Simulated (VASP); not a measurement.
# Be3ZnTe3Se (P1) in VASP: a series of runs

Be3ZnTe3Se is run at these levels: PBEsol; tasks: single point.

All numbers are computed with VASP 6.6.1; they aren't measurements. Logs are shortened: lines on timing, memory, paths and dates and some standing lists are left out, and cuts for length are marked.

## (1) The cell of the first run

The typed cell holds 8 atoms: a = 3.983 Å, b = 3.983 Å, c = 11.192 Å, α = 90.00°, β = 90.00°, γ = 90.00°.

## (2) Single point, PBEsol, collinear spin

The input, INCAR:

```
PREC = Accurate ; ENCUT = 520
EDIFF = 1E-6 ; ISMEAR = -1
SIGMA = 0.05 ; LREAL = F
LASPH = T ; NELM = 200
ALGO = Normal ; ISIF = 2
LWAVE = F ; LCHARG = F
ISPIN = 2 ; MAGMOM = 0.5 0.5 0.5 0.5 0.5 0.5 0.5 0.5
LORBIT = 11 ; GGA = PS
NBANDS = 35 ; GGA_COMPAT = F
```

The input, KPOINTS:

```
regular mesh
0
Gamma
  4 4 1
```

The input, POSCAR:

```
Be3ZnTe3Se
1.0
    2.8166860000      2.8166860000      0.0000000000
   -2.8166860000      2.8166860000      0.0000000000
    0.0000000000      0.0000000000     11.1915360000
Zn Be Se Te
1 3 1 3
Direct
    0.9876180000      0.9817510000      0.9976190000
    0.9886970000      0.9700420000      0.5077210000
    0.4711580000      0.4922040000      0.2501950000
    0.4798430000      0.5008570000      0.7576540000
    0.5208110000      0.0199850000      0.1466030000
    0.5343760000      0.9956110000      0.6253030000
    0.9843180000      0.5080650000      0.3684960000
    0.0336610000      0.4889570000      0.8764690000
```

Potentials or basis: VASP PAW PBE potentials, release 64 (Zn, Be, Se, Te).

Launch:

```sh
$ cat potpaw_PBE.64/Zn/POTCAR potpaw_PBE.64/Be/POTCAR potpaw_PBE.64/Se/POTCAR potpaw_PBE.64/Te/POTCAR > POTCAR
$ mpirun -np 1 vasp_std > vasp.out
```

OUTCAR:

```text
PREC = Accurate
   ENCUT = 520
   EDIFF = 1E-6
   ISMEAR = -1
   LREAL = F
   LASPH = T
   NELM = 200
   ISIF = 2
   ISPIN = 2
   LORBIT = 11
   GGA = PS

 ion  position               nearest neighbor table
   1  0.988  0.982  0.998-   8 2.39   8 2.44   5 2.50   5 2.70
   2  0.989  0.970  0.508-   6 2.24   7 2.41   6 2.54   7 2.65
   3  0.471  0.492  0.250-   5 2.22   7 2.35   5 2.41   7 2.44
   4  0.480  0.501  0.758-   8 2.22   6 2.47   6 2.51   8 2.58
   5  0.521  0.020  0.147-   3 2.22   3 2.41   1 2.50   1 2.70
   6  0.534  0.996  0.625-   2 2.24   4 2.47   4 2.51   2 2.54
   7  0.984  0.508  0.368-   3 2.35   2 2.41   3 2.44   2 2.65
   8  0.034  0.489  0.876-   4 2.22   1 2.39   1 2.44   4 2.58

  LATTYP: Found a simple tetragonal cell.
 ALAT       =     3.9833955421
 C/A-ratio  =     2.8095467502

  Lattice vectors:

 A1 = (   2.8166860000,   2.8166860000,   0.0000000000)
 A2 = (  -2.8166860000,   2.8166860000,   0.0000000000)
 A3 = (   0.0000000000,   0.0000000000,  11.1915360000)

Analysis of symmetry for initial positions (statically):
=====================================================================
 Subroutine PRICEL returns:
 Original cell was already a primitive cell.

 Routine SETGRP: Setting up the symmetry group for a
 simple tetragonal supercell.

 Subroutine GETGRP returns: Found  1 space group operations
 (whereof  1 operations were pure point group operations)
 out of a pool of 16 trial point group operations.

The static configuration has the point symmetry C_1 .

Analysis of symmetry for dynamics (positions and initial velocities):
=====================================================================
 Subroutine PRICEL returns:
 Original cell was already a primitive cell.

 Routine SETGRP: Setting up the symmetry group for a
 simple tetragonal supercell.

 Subroutine GETGRP returns: Found  1 space group operations
 (whereof  1 operations were pure point group operations)
 out of a pool of 16 trial point group operations.

The dynamic configuration has the point symmetry C_1 .

Analysis of structural, dynamic, and magnetic symmetry:
=====================================================================
 Subroutine PRICEL returns:
 Original cell was already a primitive cell.

 Routine SETGRP: Setting up the symmetry group for a
 simple tetragonal supercell.

[... 140 lines left out ...]

 number of electron      41.9999998 magnetization      -0.0001738

 Free energy of the ion-electron system (eV)
  ---------------------------------------------------
  ext. energy  EPLUGINS =         0.00000000
  ---------------------------------------------------
  free energy    TOTEN  =       -30.39949275 eV

  energy without entropy =      -30.39949250  energy(sigma->0) =      -30.39949262

 E-fermi :   5.2267     XC(G=0):  -9.3248

 val. band max:        4.5495645047   @ k =   0.0000   0.0000   0.0000
 cond. band min:       5.9025503294   @ k =   0.5000   0.5000   0.0000
 fundamental gap:      1.3529858246
 Fermi energy:         5.2267189262

 spin component 1

 k-point     1 :       0.0000    0.0000    0.0000
  band No.  band energies     occupation
      1      -8.7102      1.00000
      2      -8.0439      1.00000
      3      -7.4095      1.00000
      4      -6.4372      1.00000
      5      -3.0336      1.00000
      6      -2.9457      1.00000
[... 349 lines left out ...]
     32      10.5502      0.00000
     33      10.8975      0.00000
 Fermi energy:         5.2267189262

 spin component 2

 k-point     1 :       0.0000    0.0000    0.0000
  band No.  band energies     occupation
      1      -8.7102      1.00000
      2      -8.0439      1.00000
      3      -7.4095      1.00000
      4      -6.4372      1.00000
      5      -3.0336      1.00000
      6      -2.9457      1.00000
[... 349 lines left out ...]
     32      10.5502      0.00000
     33      10.8975      0.00000
 [bands above 33 left out]

------------------------ aborting loop because EDIFF is reached ----------------------------------------

  FORCE on cell =-STRESS in cart. coord.  units (eV):
  Direction    XX          YY          ZZ          XY          YZ          ZX
  --------------------------------------------------------------------------------------
  -------------------------------------------------------------------------------------
  Total        2.3706257      2.1632265      1.3746069     -0.3226946     -1.6695927     -2.9804533
  in kB       21.3883365     19.5171331     12.4020229     -2.9114256    -15.0634534    -26.8903430
  external PRESSURE =      17.7691642 kB  Pullay stress =       0.0000000 kB

 VOLUME and BASIS-vectors are now :
 -----------------------------------------------------------------------------
  energy-cutoff  :      520.00
  volume of cell :      177.58
      direct lattice vectors                 reciprocal lattice vectors
     2.816686000  2.816686000  0.000000000     0.177513574  0.177513574  0.000000000
    -2.816686000  2.816686000  0.000000000    -0.177513574  0.177513574  0.000000000
     0.000000000  0.000000000 11.191536000     0.000000000  0.000000000  0.089353240

 POSITION                                       TOTAL-FORCE (eV/Angst)
 -----------------------------------------------------------------------------------
      0.01653      5.54709     11.16489        -0.227734      0.464751      2.395273
      0.05255      5.51715      5.68218         0.599179      1.323564     -1.147684
     -0.05928      2.71349      2.80007         0.072733      0.734356     -0.379455
     -0.05919      2.76232      8.47931         1.266270      1.190518     -1.179364
      1.41067      1.52325      1.64071         0.086971     -0.800492     -0.745162
     -1.29915      4.30949      6.99810        -1.231630     -1.153691      0.978151
      1.34146      4.20357      4.12404         0.244894     -0.540944      0.950395
     -1.28243      1.47205      9.80903        -0.810685     -1.218062     -0.872154
 -----------------------------------------------------------------------------------
    total drift:                               -0.001529     -0.000756      0.001344

  FREE ENERGIE OF THE ION-ELECTRON SYSTEM (eV)
  ---------------------------------------------------
  free  energy   TOTEN  =       -30.3994927463 eV

  energy  without entropy=      -30.3994924980  energy(sigma->0) =      -30.39949262

 total charge

# of ion       s       p       d       tot
------------------------------------------
    1        0.578   0.510   9.774  10.862
    2        0.374   0.575   0.000   0.949
    3        0.367   0.561   0.000   0.929
    4        0.378   0.583   0.000   0.962
    5        1.435   2.406   0.024   3.865
    6        1.332   2.151   0.033   3.516
    7        1.335   2.139   0.031   3.505
    8        1.334   2.211   0.046   3.591
--------------------------------------------------
tot          7.134  11.136   9.908  28.177

 magnetization (x)

# of ion       s       p       d       tot
------------------------------------------
    1        0.000   0.000   0.000   0.000
    2       -0.000  -0.000   0.000  -0.000
    3       -0.000  -0.000   0.000  -0.000
    4       -0.000  -0.000   0.000  -0.000
    5        0.000   0.000   0.000   0.000
    6       -0.000   0.000  -0.000   0.000
    7        0.000   0.000  -0.000   0.000
    8        0.000   0.000  -0.000   0.000
--------------------------------------------------
tot          0.000   0.000   0.000   0.000
```

stdout:

```text
POSCAR found type information on POSCAR ZnBeSeTe
 POSCAR found :  4 types and       8 ions
 scaLAPACK will be used
 -----------------------------------------------------------------------------
|                                                                             |
|                                                                             |
|     You enforced a specific xc type in the INCAR file but a different       |
|     I HOPE YOU KNOW WHAT YOU ARE DOING!                                     |
|                                                                             |
 -----------------------------------------------------------------------------

 LDA part: xc-table for (Slater+PW92), standard interpolation
 POSCAR, INCAR and KPOINTS ok, starting setup
 FFT: planning ... GRIDC
 FFT: planning ... GRID_SOFT
 FFT: planning ... GRID
 WAVECAR not read
 entering main loop
```

Run time: 2.7 min. Hardware: 1 thread of AMD EPYC 7R43 (Zen 3), shared host; peak memory 0.35 GiB.

What came out:

```yaml
Free_energy: -30.3995 eV
Pressure: 1.8 GPa
Largest_force: 2.451 eV/Å
Band_gap_on_the_k_mesh: 1.35 eV (least direct gap 1.59 eV)
Net_moment: 0.00 μB per cell
Valence_electrons_inside_the_program's_atomic_spheres: Zn 10.86; Be 0.95, 0.93, 0.96; Se 3.87; Te 3.52, 3.50, 3.59
```

Forces in eV/Å, atoms in the order of the input:
```
Zn  -0.228  0.465  2.395
Be   0.599  1.324 -1.148
Be   0.073  0.734 -0.379
Be   1.266  1.191 -1.179
Se   0.087 -0.800 -0.745
Te  -1.232 -1.154  0.978
Te   0.245 -0.541  0.950
Te  -0.811 -1.218 -0.872
```

Stress tensor (GPa, compression positive):
```
 2.14 -0.29 -2.69
-0.29  1.95 -1.51
-2.69 -1.51  1.24
```

Caveat: the k points lie up to 0.56 Å⁻¹ apart; the PAW data sets were made with another functional, which shifts forces and pressure a little; spin-orbit coupling is left out, which moves the levels of the heavy elements. A k mesh can miss the band edges.

## (3) Single point, PBEsol, collinear spin

The input, INCAR:

```
PREC = Accurate
ENCUT = 520
EDIFF = 1E-6
ISMEAR = -1
SIGMA = 0.05
LREAL = F
LASPH = T
NELM = 200
ALGO = Normal
ISIF = 2
LWAVE = F
LCHARG = T
ISPIN = 2
MAGMOM = 0.125 0.125 0.125 0.125 0.125 0.125 0.125 0.125
LORBIT = 11
GGA = PS
LELF = T
LVHAR = T
NBANDS = 35
GGA_COMPAT = F
```

The input, KPOINTS:

```
Automatic mesh
0
Gamma
  4 4 1
```

POSCAR is that of step 2.

Potentials or basis: VASP PAW PBE potentials, release 64 (Zn, Be, Se, Te).

Launch:

```sh
$ cat potpaw_PBE.64/Zn/POTCAR potpaw_PBE.64/Be/POTCAR potpaw_PBE.64/Se/POTCAR potpaw_PBE.64/Te/POTCAR > POTCAR
$ mpirun -np 1 vasp_std > vasp.out
```

OUTCAR:

```text
PREC = Accurate
   ENCUT = 520
   EDIFF = 1E-6
   ISMEAR = -1
   LREAL = F
   LASPH = T
   NELM = 200
   ISIF = 2
   ISPIN = 2
   LORBIT = 11
   GGA = PS

 ion  position               nearest neighbor table
   1  0.988  0.982  0.998-   8 2.39   8 2.44   5 2.50   5 2.70
   2  0.989  0.970  0.508-   6 2.24   7 2.41   6 2.54   7 2.65
   3  0.471  0.492  0.250-   5 2.22   7 2.35   5 2.41   7 2.44
   4  0.480  0.501  0.758-   8 2.22   6 2.47   6 2.51   8 2.58
   5  0.521  0.020  0.147-   3 2.22   3 2.41   1 2.50   1 2.70
   6  0.534  0.996  0.625-   2 2.24   4 2.47   4 2.51   2 2.54
   7  0.984  0.508  0.368-   3 2.35   2 2.41   3 2.44   2 2.65
   8  0.034  0.489  0.876-   4 2.22   1 2.39   1 2.44   4 2.58

  LATTYP: Found a simple tetragonal cell.
 ALAT       =     3.9833955421
 C/A-ratio  =     2.8095467502

  Lattice vectors:

 A1 = (   2.8166860000,   2.8166860000,   0.0000000000)
 A2 = (  -2.8166860000,   2.8166860000,   0.0000000000)
 A3 = (   0.0000000000,   0.0000000000,  11.1915360000)

Analysis of symmetry for initial positions (statically):
=====================================================================
 Subroutine PRICEL returns:
 Original cell was already a primitive cell.

 Routine SETGRP: Setting up the symmetry group for a
 simple tetragonal supercell.

 Subroutine GETGRP returns: Found  1 space group operations
 (whereof  1 operations were pure point group operations)
 out of a pool of 16 trial point group operations.

The static configuration has the point symmetry C_1 .

Analysis of symmetry for dynamics (positions and initial velocities):
=====================================================================
 Subroutine PRICEL returns:
 Original cell was already a primitive cell.

 Routine SETGRP: Setting up the symmetry group for a
 simple tetragonal supercell.

 Subroutine GETGRP returns: Found  1 space group operations
 (whereof  1 operations were pure point group operations)
 out of a pool of 16 trial point group operations.

The dynamic configuration has the point symmetry C_1 .

Analysis of structural, dynamic, and magnetic symmetry:
=====================================================================
 Subroutine PRICEL returns:
 Original cell was already a primitive cell.

 Routine SETGRP: Setting up the symmetry group for a
 simple tetragonal supercell.

 Subroutine GETGRP returns: Found  1 space group operations
 (whereof  1 operations were pure point group operations)
 out of a pool of 16 trial point group operations.

The overall configuration has the point symmetry C_1 .

 Subroutine INISYM returns: Found  1 space group operations
 (whereof  1 operations are pure point group operations),
 and found     1 'primitive' translations

----------------------------------------------------------------------------------------

                                     Primitive cell

  volume of cell :     177.5810

  direct lattice vectors                    reciprocal lattice vectors
     2.816686000  2.816686000  0.000000000     0.177513574  0.177513574  0.000000000
    -2.816686000  2.816686000  0.000000000    -0.177513574  0.177513574  0.000000000
     0.000000000  0.000000000 11.191536000     0.000000000  0.000000000  0.089353240
[... 93 lines left out ...]
   NUPDOWN=      -1.0000    fix difference up-down
   EMIN   =  10.00;   EMAX   =-10.00  energy-range for DOS
   EFERMI =   0.00;   METHOD = LEGACY
   ISMEAR =    -1;   SIGMA  =   0.05  broadening in eV -4-tet -1-fermi 0-gaus
   EFERMI_NEDOS =   21; number of points for ismear=-14 and -15
   IALGO  =     38    algorithm
   IMIX   =      4    mixing-type and parameters
     AMIX     =   0.40;   BMIX     =  1.00
     AMIX_MAG =   1.60;   BMIX_MAG =  1.00
  volume/ion in A,a.u.               =      22.20       149.80
  Fermi-wavevector in a.u.,A,eV,Ry     =   1.012416  1.913189 13.945788  1.024987
  Thomas-Fermi vector in A             =   2.145524
   LORBIT       =     11    0 simple, 1 ext, 2 COOP (PROOUT), +10 PAW based schemes
   GGA     = PS    functional components
   LHFCALC =     F    Hartree Fock is set to
   AEXX    =    0.0000 exact exchange contribution
   IVDW    =     0    specifies the selected vdW correction
   LEPSILON=     F    determine dielectric tensor
   LRPA    =     F    only Hartree local field effects (RPA)
 spin polarized calculation
  energy-cutoff  :      520.00
  volume of cell :      177.58
 maximum number of plane-waves:      4825
 NGX is ok and might be reduce to    30
   NGX = 15   NGY = 15   NGZ = 41

 number of electron      41.9999998 magnetization       0.0000584

 number of electron      41.9999998 magnetization      -0.0000537

 Free energy of the ion-electron system (eV)
  ---------------------------------------------------
  ext. energy  EPLUGINS =         0.00000000
  ---------------------------------------------------
  free energy    TOTEN  =       -30.39949277 eV

  energy without entropy =      -30.39949252  energy(sigma->0) =      -30.39949264

 E-fermi :   5.2267     XC(G=0):  -9.3248

 val. band max:        4.5495728918   @ k =   0.0000   0.0000   0.0000
 cond. band min:       5.9025572808   @ k =   0.5000   0.5000   0.0000
 fundamental gap:      1.3529843890
 Fermi energy:         5.2267205264

 spin component 1

 k-point     1 :       0.0000    0.0000    0.0000
  band No.  band energies     occupation
      1      -8.7101      1.00000
      2      -8.0439      1.00000
      3      -7.4095      1.00000
      4      -6.4372      1.00000
      5      -3.0335      1.00000
      6      -2.9457      1.00000
[... 349 lines left out ...]
     32      10.5502      0.00000
     33      10.8975      0.00000
 Fermi energy:         5.2267205264

 spin component 2

 k-point     1 :       0.0000    0.0000    0.0000
  band No.  band energies     occupation
      1      -8.7101      1.00000
      2      -8.0439      1.00000
      3      -7.4095      1.00000
      4      -6.4372      1.00000
      5      -3.0335      1.00000
      6      -2.9457      1.00000
[... 349 lines left out ...]
     32      10.5502      0.00000
     33      10.8975      0.00000
 [bands above 33 left out]

------------------------ aborting loop because EDIFF is reached ----------------------------------------

  FORCE on cell =-STRESS in cart. coord.  units (eV):
  Direction    XX          YY          ZZ          XY          YZ          ZX
  --------------------------------------------------------------------------------------
  -------------------------------------------------------------------------------------
  Total        2.3701231      2.1627129      1.3741102     -0.3228371     -1.6695712     -2.9804925
  in kB       21.3838022     19.5124986     12.3975415     -2.9127113    -15.0632594    -26.8906965
  external PRESSURE =      17.7646141 kB  Pullay stress =       0.0000000 kB

 VOLUME and BASIS-vectors are now :
 -----------------------------------------------------------------------------
  energy-cutoff  :      520.00
  volume of cell :      177.58
      direct lattice vectors                 reciprocal lattice vectors
     2.816686000  2.816686000  0.000000000     0.177513574  0.177513574  0.000000000
    -2.816686000  2.816686000  0.000000000    -0.177513574  0.177513574  0.000000000
     0.000000000  0.000000000 11.191536000     0.000000000  0.000000000  0.089353240

 POSITION                                       TOTAL-FORCE (eV/Angst)
 -----------------------------------------------------------------------------------
      0.01653      5.54709     11.16489        -0.227734      0.464758      2.395288
      0.05255      5.51715      5.68218         0.599179      1.323561     -1.147682
     -0.05928      2.71349      2.80007         0.072728      0.734357     -0.379461
     -0.05919      2.76232      8.47931         1.266272      1.190520     -1.179355
      1.41067      1.52325      1.64071         0.086975     -0.800501     -0.745174
     -1.29915      4.30949      6.99810        -1.231630     -1.153691      0.978149
      1.34146      4.20357      4.12404         0.244892     -0.540943      0.950402
     -1.28243      1.47205      9.80903        -0.810681     -1.218061     -0.872167
 -----------------------------------------------------------------------------------
    total drift:                               -0.001525     -0.000749      0.001341

  FREE ENERGIE OF THE ION-ELECTRON SYSTEM (eV)
  ---------------------------------------------------
  free  energy   TOTEN  =       -30.3994927682 eV

  energy  without entropy=      -30.3994925198  energy(sigma->0) =      -30.39949264

 total charge

# of ion       s       p       d       tot
------------------------------------------
    1        0.578   0.510   9.774  10.862
    2        0.374   0.575   0.000   0.949
    3        0.367   0.561   0.000   0.929
    4        0.378   0.583   0.000   0.962
    5        1.435   2.406   0.024   3.865
    6        1.332   2.151   0.033   3.516
    7        1.335   2.139   0.031   3.505
    8        1.334   2.211   0.046   3.591
--------------------------------------------------
tot          7.134  11.136   9.908  28.177

 magnetization (x)

# of ion       s       p       d       tot
------------------------------------------
    1        0.000  -0.000   0.000   0.000
    2       -0.000  -0.000   0.000  -0.000
    3       -0.000  -0.000   0.000  -0.000
    4       -0.000  -0.000   0.000  -0.000
    5        0.000   0.000  -0.000   0.000
    6        0.000   0.000   0.000   0.000
    7        0.000   0.000  -0.000   0.000
    8        0.000   0.000  -0.000   0.000
--------------------------------------------------
tot          0.000  -0.000   0.000  -0.000
```

Run time: 2.6 min. Hardware: 1 thread of AMD EPYC 7R43 (Zen 3), shared host; peak memory 0.35 GiB.

Results:

| Item | Value |
| --- | --- |
| Free energy | -30.3995 eV |
| Pressure | 1.8 GPa |
| Largest force | 2.451 eV/Å |
| Band gap on the k mesh | 1.35 eV (least direct gap 1.59 eV) |
| Net moment | 0.00 μB per cell |
| Valence electrons inside the program's atomic spheres | Zn 10.86; Be 0.95, 0.93, 0.96; Se 3.87; Te 3.52, 3.50, 3.59 |

Forces on the atoms (eV/Å):
```
Zn  -0.228  0.465  2.395
Be   0.599  1.324 -1.148
Be   0.073  0.734 -0.379
Be   1.266  1.191 -1.179
Se   0.087 -0.801 -0.745
Te  -1.232 -1.154  0.978
Te   0.245 -0.541  0.950
Te  -0.811 -1.218 -0.872
```

Caveat: the k points lie up to 0.56 Å⁻¹ apart; the PAW data sets were made with another functional, which shifts forces and pressure a little; spin-orbit coupling is left out, which moves the levels of the heavy elements.
